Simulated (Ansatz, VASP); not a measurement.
## One calculation of ZnS, two programs

```
Zn S
1.0
     0.00000    2.32576    2.32576
     2.32576    0.00000    2.32576
     2.32576    2.32576    0.00000
Zn S
1 1
Direct
  0.00000 0.00000 0.00000
  0.50000 0.50000 0.50000
```

Alike in both runs: task relaxation of cell and atoms; functional PBE; k mesh 15 × 15 × 15; occupations fermi-dirac, width 0.05 eV; no spin polarisation.

|  | VASP | Ansatz |
| --- | --- | --- |
| version | VASP 6.6.1 | Ansatz 0.2.0 |
| potentials or method | VASP PAW PBE potentials, release 64 (Zn, S) | PAW with Ansatz's default frozen-core files, scalar-relativistic |
| plane-wave cutoff (eV) | 600 | 420 |
| valence electrons in the cell | 18 | 18 |

```csv
,VASP,Ansatz,Ansatz less VASP
relaxed volume (Å³/atom),16.64,16.62,-0.022
relaxed cell length with the largest relative difference (Å),3.610,3.609,-0.0016
```

Noted on VASP's run: the volume moved by over 15 % at a fixed basis, so the end points are rough.
